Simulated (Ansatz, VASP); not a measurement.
# Two plane-wave programs on PbSe

File POSCAR:

```
PbSe
1.0
    0.0000000000      3.0578151973      3.0944967051
    3.0578151973      0.0000000000      3.0944967051
    3.0578151973      3.0578151973      0.0000000000
Pb Se
1 1
Direct
    0.0000000000      0.0000000000      0.0000000000
    0.5000000000      0.5000000000      0.5000000000
```

File INCAR.step1:

```
SYSTEM = PbSe
PREC = Accurate
ENCUT = 520
ISMEAR = 0
SIGMA = 0.01
LREAL = .FALSE.
LASPH = .TRUE.
NELM = 100
NBANDS = 17
GGA = PE
ALGO = Normal
EDIFF = 1E-4
LWAVE = .TRUE.
LCHARG = .FALSE.
```

Contents of INCAR.step2:

```
SYSTEM = PbSe
PREC = Accurate
ENCUT = 520
EDIFF = 1E-6
ISMEAR = 0
SIGMA = 0.01
LREAL = .FALSE.
LASPH = .TRUE.
NELM = 100
ALGO = Normal
ISIF = 2
LWAVE = .FALSE.
LCHARG = .FALSE.
METAGGA = R2SCAN
LMIXTAU = .TRUE.
NBANDS = 17
ISTART = 1
```

The input KPOINTS:

```
Automatic mesh
0
G
  8 8 8
  0 0 0
```

Input for Ansatz:

```yaml
crystal:
  lattice:
    - [0.0, 3.0578151973, 3.0944967051]
    - [3.0578151973, 0.0, 3.0944967051]
    - [3.0578151973, 3.0578151973, 0.0]
  atoms:
    - { symbol: Pb, position: [0.0, 0.0, 0.0] }
    - { symbol: Se, position: [0.5, 0.5, 0.5] }
kpoints:
  mp_grid: { grid: [8, 8, 8] }
  band_path:
    path:
      - [0.0, 0.0, 0.0]
      - [0.5, 0.0, 0.5]
      - [0.625, 0.25, 0.625]
      - [0.375, 0.375, 0.75]
      - [0.5, 0.5, 0.5]
      - [0.5, 0.25, 0.75]
      - [0.0, 0.0, 0.5]
    npoints: 1
hamiltonian:
  xc: r2scan
scf:
  occupations: { method: fixed }
  n_extra_bands: 4
output:
  forces: true
  stress: true
  eigenvalues: true
```

Change from the starting cell: epitaxial_xy strain -1.0%.

Alike in both runs: task single point; functional r2SCAN; k mesh 8 × 8 × 8; no spin polarisation.

|  | VASP | Ansatz |
| --- | --- | --- |
| version | VASP 6.6.1 | Ansatz 0.2.0 |
| potentials or method | VASP PAW PBE potentials, release 64 (Pb_d, Se) | plane waves, PAW |
| plane-wave cutoff (eV) | 520 | 500 |
| occupations | gaussian, width 0.01 eV | fixed |
| valence electrons in the cell | 20 | 30 |

Ansatz gave:

```
gap on the k mesh at the Fermi level (eV)                     : 0.60
pressure (GPa)                                                : 1.0
traceless stress, the component that is largest in VASP (GPa) : -0.97
```

Question: What did VASP give for the same quantities?

Answer: gap on the k mesh at the Fermi level (eV): 0.61; pressure (GPa): 1.0; traceless stress, the component that is largest in VASP (GPa): -0.98.

VASP's potentials were made for PBE, not for r2SCAN. VASP's potentials hold 20 valence electrons a cell and Ansatz's 30, so a difference there can come from the potentials and not from the codes.

Neither program's run includes spin-orbit coupling.
